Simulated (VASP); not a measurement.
Wanted: the native input for a VASP 6.6.1 run.

| Quantity | Value |
| --- | --- |
| Task | single point |
| Functional | PBEsol |
| Potentials or basis | VASP PAW PBE potentials, release 64 (Te, Cd) |
| Cutoff | 520 eV |
| k mesh | 7 × 7 × 7 |
| Occupations | fermi-dirac, width 0.05 eV |
| Spin | non-collinear spin, zero start, spin-orbit coupling |
| Starting moments | [[0.0, 0.0, 0.0], [0.0, 0.0, 0.0]] μB |
| Dipole correction | no |
| Further INCAR settings | ALGO = Normal; EDIFF = 1e-06; NBANDS = 30 |

The structure of CdTe lies in POSCAR:

```
CdTe
1.0
    0.0000000000      3.1616838793      3.1616838793
    3.1616838793      0.0000000000      3.1616838793
    3.1616838793      3.1616838793      0.0000000000
Te Cd
1 1
Direct
    0.7500000000      0.7500000000      0.7500000000
    0.0000000000      0.0000000000      0.0000000000
```

The input as run:

INCAR

```
PREC = Accurate
ENCUT = 520
EDIFF = 1E-6
ISMEAR = -1
SIGMA = 0.05
LREAL = False
LASPH = True
NELM = 150
ALGO = Normal
ISIF = 2
LWAVE = False
LCHARG = False
MAGMOM = 0 0 0 0 0 0
LORBIT = 11
LSORBIT = True
GGA_COMPAT = False
LORBMOM = True
GGA = PS
NBANDS = 30
```

KPOINTS

```
Automatic mesh
0
Gamma
  7 7 7
```

Potentials or basis: VASP PAW PBE potentials, release 64 (Te, Cd).

The run is started by

```sh
$ cat potpaw_PBE.64/Te/POTCAR potpaw_PBE.64/Cd/POTCAR > POTCAR
$ mpirun -np 1 vasp_ncl > vasp.out
```

It gave:

* Pressure: 4.1 GPa
* Net moment: 0.00 μB per cell
* Valence electrons inside the program's atomic spheres: Te 3.46; Cd 10.38

Caveat: the cell stands under pressure; the PAW data sets were made with another functional, which shifts forces and pressure a little.

Run time: 2.7 min on 1 thread of AMD EPYC 7R43 64-Core Processor (Zen 3) (shared host), peak memory 0.38 GiB.
